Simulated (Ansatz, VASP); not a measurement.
# One calculation of Ge, two programs

```xyz
8
Lattice="5.3590 0.0000 0.0000 0.0000 5.3590 0.0000 0.0000 0.0000 5.3590" Properties=species:S:1:pos:R:3 pbc="T T T"
Ge    0.0000    0.0000    0.0000
Ge    2.6795    2.6795    2.6795
Ge    1.3398    0.0000    2.6795
Ge    4.0193    0.0000    2.6795
Ge    2.6795    1.3398    0.0000
Ge    2.6795    4.0193    0.0000
Ge    0.0000    2.6795    1.3398
Ge    0.0000    2.6795    4.0193
```

Alike in both runs: task relaxation of cell and atoms; functional LDA; k mesh 5 × 5 × 5; occupations fermi-dirac, width 0.1 eV; no spin polarisation.

|  | VASP | Ansatz |
| --- | --- | --- |
| version | VASP 6.6.1 | Ansatz 0.2.0 |
| potentials or method | VASP PAW LDA potentials, release 64 (Ge_d), cutoff 600 eV | plane waves (420 eV) with PAW, scalar-relativistic |
| valence electrons in the cell | 112 | 112 |

```tsv
	VASP	Ansatz	Ansatz less VASP
relaxed volume (Å³/atom)	18.54	18.49	-0.042
relaxed cell length with the largest relative difference (Å)	5.293	5.289	-0.0040
```

Ansatz warns that its potentials were made for another functional, while VASP's fit it. LDA's correlation is that of Perdew and Zunger in VASP and of Perdew and Wang (1992) in Ansatz.
